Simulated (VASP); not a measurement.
Write the native input for VASP 6.6.1 that does the following.

| Quantity | Value |
| --- | --- |
| Task | single point |
| Functional | PBE |
| Potentials or basis | VASP PAW PBE potentials, release 64 (W_sv) |
| Cutoff | 520 eV |
| k mesh | 22 × 22 × 22 |
| Occupations | gaussian, width 0.15 eV |
| Spin | no spin polarisation |
| Dipole correction | no |
| Further INCAR settings | ALGO = Fast; EDIFF = 1e-06; NBANDS = 13 |

The structure of W lies in POSCAR:

```
W
1.0
   -1.9312209728      1.5510707888      1.5510707888
    1.5510707888     -1.9312209728      1.5510707888
    1.5510707888      1.5510707888     -1.9312209728
W
1
Direct
    0.0000000000      0.0000000000      0.0000000000
```

One way to write it, as run:

INCAR

```
PREC = Accurate
ENCUT = 520
EDIFF = 1E-6
ISMEAR = 0
SIGMA = 0.15
LREAL = F
LASPH = T
NELM = 100
ALGO = Fast
ISIF = 2
LWAVE = F
LCHARG = F
GGA = PE
NBANDS = 13
```

KPOINTS

```
Automatic mesh
0
Gamma
  22 22 22
```

Potentials or basis: VASP PAW PBE potentials, release 64 (W_sv).

Launch:

```console
$ cat potpaw_PBE.64/W_sv/POTCAR > POTCAR
$ mpirun -np 1 vasp_std > vasp.out
```

It gave:

```yaml
Pressure: 132.5 GPa
Band_gap_on_the_k_mesh: zero (band 7 reaches 16.52 eV, above the bottom of band 8 at 10.66 eV)
```

Caveat: spin-orbit coupling is left out, which moves the levels of the heavy elements.

Run time: 2.1 min on 1 thread of Intel Xeon 6975P-C, on a shared host, peak memory 0.3 GiB.
